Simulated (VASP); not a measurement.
A run of VASP 6.6.1:

File INCAR:

```
SYSTEM = InAs
ALGO = Normal
EDIFF = 1E-8
ENCUT = 520
GGA = PE
ISIF = 2
ISMEAR = -1
LASPH = .True.
LCHARG = .False.
LEFG = .True.
LREAL = .False.
LWAVE = .False.
NBANDS = 16
NELM = 60
PREC = Accurate
SIGMA = 0.05
```

File KPOINTS:

```
k-points
0
Gamma
  7 7 9
  0 0 0
```

The input POSCAR:

```
InAs
1.0
    4.7312200000      0.0000000000      0.0000000000
   -2.3656100000      4.0973600000      0.0000000000
    0.0000000000      0.0000000000      2.9108900000
In As
1 1
Direct
    0.0000000000      0.0000000000      0.0000000000
    0.6666700000      0.3333300000      0.0000000000
```

Potentials or basis: VASP PAW PBE potentials, release 64 (In_d, As).

Launch:

```bash
$ cat potpaw_PBE.64/In_d/POTCAR potpaw_PBE.64/As/POTCAR > POTCAR
$ mpirun -np 1 vasp_std > vasp.out
```

Hardware: 1 thread of AMD EPYC 7R13 (shared host).

Q: Estimate the wall time of this run.

A: Run time: 120 s on 1 thread of AMD EPYC 7R13, with other jobs on the host, peak memory 0.2 GiB. Counts: scf iterations 16, k points 80.
